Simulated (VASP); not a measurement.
Here is a VASP 6.6.1 calculation.

INCAR

```
SYSTEM = GaN
PREC     = Accurate       ! precision mode
ENCUT    = 600            ! plane-wave cutoff, eV
EDIFF    = 1E-6           ! SCF threshold, eV
ISMEAR   = 0              ! smearing method
SIGMA    = 0.01           ! smearing width, eV
LREAL    = .FALSE.        ! projectors in reciprocal space
LASPH    = .TRUE.         ! aspherical terms in the spheres
NELM     = 120            ! most SCF steps
ALGO     = Normal         ! electronic algorithm
ISIF     = 2              ! what is computed and relaxed
LWAVE    = .FALSE.        ! write WAVECAR
LCHARG   = .FALSE.        ! write CHGCAR
GGA      = PE             ! functional
NBANDS   = 16             ! bands
GGA_COMPAT= .FALSE.
```

KPOINTS

```
Automatic mesh
0
G
  6 6 6
  0 0 0
```

POSCAR

```
GaN
1.0
    0.0421703047      2.1506855410      2.1506855410
    2.1506855410      0.0421703047      2.1506855410
    2.1506855410      2.1506855410      0.0421703047
Ga N
1 1
Direct
    0.0000000000      0.0000000000      0.0000000000
    0.5000000000      0.5000000000      0.5000000000
```

Potentials or basis: VASP PAW PBE potentials, release 64 (Ga_d, N).

The run is started by

```sh
$ cat potpaw_PBE.64/Ga_d/POTCAR potpaw_PBE.64/N/POTCAR > POTCAR
$ mpirun -np 1 vasp_std > vasp.out
```

Problem. What does it give for the pressure?

Solution. 1.9 GPa.

Problem. Predict the band gap on the k mesh.

Solution. 0.33 eV, indirect (least direct gap 2.31 eV).

Stress tensor (GPa, compression positive):
```
 1.85 -4.21 -4.21
-4.21  1.85 -4.21
-4.21 -4.21  1.85
```

Caveat: the k points lie up to 0.43 Å⁻¹ apart; the cell differs from its parent crystal (strain along [111] +3.0%). A k mesh can miss the band edges.
